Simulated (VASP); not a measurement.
Wanted: the native input for a VASP 6.6.1 run.

```yaml
Task: single point
Functional: PBE
Potentials_or_basis: VASP PAW PBE potentials, release 64 (Ga_d, N)
Cutoff: 520 eV
k_mesh: 8 × 6 × 6
Occupations: gaussian, width 0.05 eV
Spin: no spin polarisation
Dipole_correction: no
Further_INCAR_settings: ALGO = Normal; EDIFF = 1e-06; NBANDS = 46
```

The structure of GaN lies in POSCAR:

```
GaN
1.0
   -3.2185392732      0.0000000000      0.0000000000
    0.0000000000      0.0000000000     -5.2433778863
    0.0000000001     -5.5746735474      0.0000000000
Ga N
4 4
Direct
    0.5000000000      0.0042082948      0.1693450257
    0.0000000000      0.0020241522      0.6639849783
    0.0000000000      0.5020241522      0.3360150217
    0.5000000000      0.5042082948      0.8306549743
    0.5000000000      0.6124485555      0.1671091605
    0.0000000000      0.6133964471      0.6662030710
    0.0000000000      0.1133964471      0.3337969290
    0.5000000000      0.1124485555      0.8328908395
```

This cell differs from its parent crystal: mode 11 frozen in at -0.016 Å and mode 13 at +0.059 Å (largest displacements).

The input as run:

INCAR

```
PREC = Accurate
ENCUT = 520
EDIFF = 1E-6
ISMEAR = 0
SIGMA = 0.05
LREAL = F
LASPH = T
NELM = 100
ALGO = Normal
ISIF = 2
LWAVE = F
LCHARG = F
GGA = PE
NBANDS = 46
```

KPOINTS

```
Automatic mesh
0
Gamma
  8 6 6
```

Potentials or basis: VASP PAW PBE potentials, release 64 (Ga_d, N).

Command:

```sh
$ cat potpaw_PBE.64/Ga_d/POTCAR potpaw_PBE.64/N/POTCAR > POTCAR
$ mpirun -np 1 vasp_std > vasp.out
```

Results of the run:

The pressure is 0.6 GPa. The largest force is 0.815 eV/Å and the band gap on the k mesh is 1.63 eV.

Caveat: the cell differs from its parent crystal (mode 11 frozen in at -0.016 Å and mode 13 at +0.059 Å (largest displacements)).

Run time: 8.8 min on 1 thread of Oxide Virtual Turin-like Processor, with other jobs on the host, peak memory 0.33 GiB.
